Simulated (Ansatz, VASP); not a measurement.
**Two plane-wave programs on NaFeO3**

```
Na Fe O
1.0
     3.83048    0.00000    0.00000
     0.00000    3.83048    0.00000
     0.00000    0.00000    3.83048
Na Fe O
1 1 3
Cartesian
  0.0000 0.0000 0.0000
  1.9152 1.9152 1.9152
  1.9152 1.9152 0.0000
  1.9152 0.0000 1.9152
  0.0000 1.9152 1.9152
```

Alike in both runs: task single point; functional LDA; k mesh 7 × 7 × 7; occupations fermi-dirac, width 0.1 eV; collinear spin; Hubbard terms Fe d U = 4.0 eV.

|  | VASP | Ansatz |
| --- | --- | --- |
| version | VASP 6.6.1 | Ansatz 0.2.0 |
| potentials or method | VASP PAW LDA potentials, release 64 (Na_pv, Fe, O), cutoff 520 eV | plane waves, PAW |
| valence electrons in the cell | 33 | 43 |

|  | VASP | Ansatz | Ansatz less VASP |
| --- | --- | --- | --- |
| gap on the k mesh at the Fermi level (eV) | none | none | - |
| net moment per atom (μB) | 0.95 | 0.94 | -0.007 |
| size of the moment on the site where the two differ most (μB) | 3.46 | 3.19 | -0.279 |

LDA's correlation is that of Perdew and Zunger in VASP and of Perdew and Wang (1992) in Ansatz. Site moments also hang on the region over which each program counts them. The programs project onto different local orbitals, so the same U acts differently, and such runs can settle in different states. A gap of «none» marks a metal or a gap that the smearing closes. VASP's potentials hold 33 valence electrons a cell and Ansatz's 43, so a difference there can come from the potentials and not from the codes. Ansatz's warnings: filled band counts differ across k points.
